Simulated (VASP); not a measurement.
Write the native input for VASP 6.6.1 that does the following.

```yaml
Task: single point
Functional: PBEsol
Potentials_or_basis: VASP PAW PBE potentials, release 64 (Ta_pv, C)
Cutoff: 520 eV
k_mesh: 9 × 9 × 5
Occupations: gaussian, width 0.15 eV
Spin: no spin polarisation
Dipole_correction: no
Further_INCAR_settings: ALGO = Normal; EDIFF = 1e-06; NBANDS = 69
```

The structure of Ta4C3 lies in POSCAR:

```
Ta4C3
1.0
    0.0000000000     -4.4026022057      0.0000000000
    0.0000000000      0.0000000000     -4.4026022057
    8.6552044115      0.0000000000      0.0000000000
Ta C
8 6
Direct
    0.5000000000      0.5000000000      0.8901642866
    0.5000000000      0.5000000000      0.3814989800
    1.0000000000      0.5000000000      0.1271663267
    1.0000000000      0.5000000000      0.6358316333
    0.5000000000      1.0000000000      0.1271663267
    0.5000000000      1.0000000000      0.6358316333
    0.0000000000      0.0000000000      0.3814989800
    0.0000000000      0.0000000000      0.8901642866
    0.0000000000      1.0000000000      0.1271663267
    0.0000000000      1.0000000000      0.6358316333
    0.5000000000      1.0000000000      0.8901642866
    0.5000000000      1.0000000000      0.3814989800
    0.0000000000      0.5000000000      0.8901642866
    0.0000000000      0.5000000000      0.3814989800
```

The input as run:

INCAR

```
  PREC = Accurate
  ENCUT = 520
  EDIFF = 1E-6
  ISMEAR = 0
  SIGMA = 0.15
  LREAL = F
  LASPH = T
  NELM = 60
  ALGO = Normal
  ISIF = 2
  LWAVE = F
  LCHARG = F
  GGA = PS
  NBANDS = 69
```

KPOINTS

```
regular mesh
0
Gamma
  9 9 5
```

Potentials or basis: VASP PAW PBE potentials, release 64 (Ta_pv, C).

Run with:

```bash
$ cat potpaw_PBE.64/Ta_pv/POTCAR potpaw_PBE.64/C/POTCAR > POTCAR
$ mpirun -np 1 vasp_std > vasp.out
```

It gave:

The pressure is 7.5 GPa and the largest force is 1.726 eV/Å. The band gap on the k mesh is zero (band 56 reaches 7.63 eV, above the bottom of band 57 at 6.90 eV).

Caveat: the PAW data sets were made with another functional, which shifts forces and pressure a little; spin-orbit coupling is left out, which moves the levels of the heavy elements.

Run time: 4.5 min on 1 thread of Intel(R) Xeon(R) 6975P-C (Granite Rapids), with other jobs on the host, peak memory 0.51 GiB.
